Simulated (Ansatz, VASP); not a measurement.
**InSb in VASP and in Ansatz**

```
In Sb
1.0
     0.00000    3.26049    3.26049
     3.26049    0.00000    3.26049
     3.26049    3.26049    0.00000
In Sb
1 1
Cartesian
  0.0000 0.0000 0.0000
  1.6302 1.6302 1.6302
```

Alike in both runs: functional PBEsol; k mesh 8 × 8 × 8; occupations gaussian, width 0.1 eV; no spin polarisation.

Ansatz relaxed the structure, and its values are those at the end. VASP's run is a single point on that final structure, the one shown.

|  | VASP | Ansatz |
| --- | --- | --- |
| version | VASP 6.6.1 | Ansatz 0.2.0 |
| potentials or method | VASP PAW PBE potentials, release 64 (In_d, Sb), cutoff 520 eV | plane-wave PAW, scalar-relativistic |
| valence electrons in the cell | 18 | 28 |

|  | VASP | Ansatz | Ansatz less VASP |
| --- | --- | --- | --- |
| pressure (GPa) | 0.0 | 0.0 | -0.01 |

VASP's potentials were made for PBE, not for PBEsol, and Ansatz warns of the same on its side. With one functional, cell and mesh, what is left measures potentials, basis and numerics. VASP's potentials hold 18 valence electrons a cell and Ansatz's 28, so a difference there can come from the potentials and not from the codes.

Spin-orbit coupling is off throughout.
